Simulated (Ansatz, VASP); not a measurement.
SnO2 in VASP and in Ansatz

File INCAR:

```
SYSTEM = SnO2
ALGO = Normal ; EDIFF = 1E-7
EDIFFG = -0.01 ; ENCUT = 600
GGA = PE ; IBRION = 2
ISIF = 3 ; ISMEAR = 0
LASPH = .True. ; LCHARG = .False.
LREAL = .False. ; LWAVE = .False.
NELM = 80 ; NSW = 100
PREC = Accurate ; SIGMA = 0.1
```

KPOINTS

```
k-points
0
Gamma
  8 8 8
  0 0 0
```

POSCAR

```
SnO2
1.0
    0.0000000000      3.9338670575      3.9338670575
    3.9338670575      0.0000000000      3.9338670575
    3.9338670575      3.9338670575      0.0000000000
Sn O
2 4
Direct
    0.2500000000      0.2500000000      0.2500000000
    0.7500000000      0.7500000000      0.7500000000
    0.6073431733      0.1779704802      0.6073431733
    0.6073431733      0.6073431733      0.6073431733
    0.1779704802      0.6073431733      0.6073431733
    0.6073431733      0.6073431733      0.1779704802
```

Input for Ansatz:

```yaml
crystal:
  lattice:
    - [0.0, 3.9338670575, 3.9338670575]
    - [3.9338670575, 0.0, 3.9338670575]
    - [3.9338670575, 3.9338670575, 0.0]
  atoms:
    - { symbol: Sn, position: [0.25, 0.25, 0.25] }
    - { symbol: Sn, position: [0.75, 0.75, 0.75] }
    - { symbol: O, position: [0.6073431733, 0.1779704802, 0.6073431733] }
    - { symbol: O, position: [0.6073431733, 0.6073431733, 0.6073431733] }
    - { symbol: O, position: [0.1779704802, 0.6073431733, 0.6073431733] }
    - { symbol: O, position: [0.6073431733, 0.6073431733, 0.1779704802] }
basis:
  ecutwfc: 420
kpoints:
  mp_grid: { grid: [8, 8, 8] }
hamiltonian:
  xc: pbe
scf:
  occupations: { method: gaussian, width: 0.1 }
output:
  forces: true
  stress: true
  eigenvalues: true
  write_density: true
  write_potential: true
  elf: true
  volumetric_format: npy
relax:
  adjacent_minimum: "off"
  f_tol: 0.01
  max_steps: 80
  cell: { stress_tol: 0.05 }
```

Alike in both runs: task relaxation of cell and atoms; functional PBE; k mesh 8 × 8 × 8; occupations gaussian, width 0.1 eV; no spin polarisation.

|  | VASP | Ansatz |
| --- | --- | --- |
| version | VASP 6.6.1 | Ansatz 0.2.0 |
| potentials or method | VASP PAW PBE potentials, release 64 (Sn_d, O), cutoff 600 eV | scalar-relativistic, plane waves, PAW |
| valence electrons in the cell | 52 | 52 |

VASP gave:

* gap on the k mesh at the Fermi level, each at its own relaxed structure (eV): none
* relaxed volume (Å³/atom): 20.33
* relaxed cell length with the largest relative difference (Å): 5.567

Q: Estimate Ansatz's values.

A: gap on the k mesh at the Fermi level, each at its own relaxed structure (eV): none; relaxed volume (Å³/atom): 20.36; relaxed cell length with the largest relative difference (Å): 5.570.

A gap of «none» marks a metal or a gap that the smearing closes.
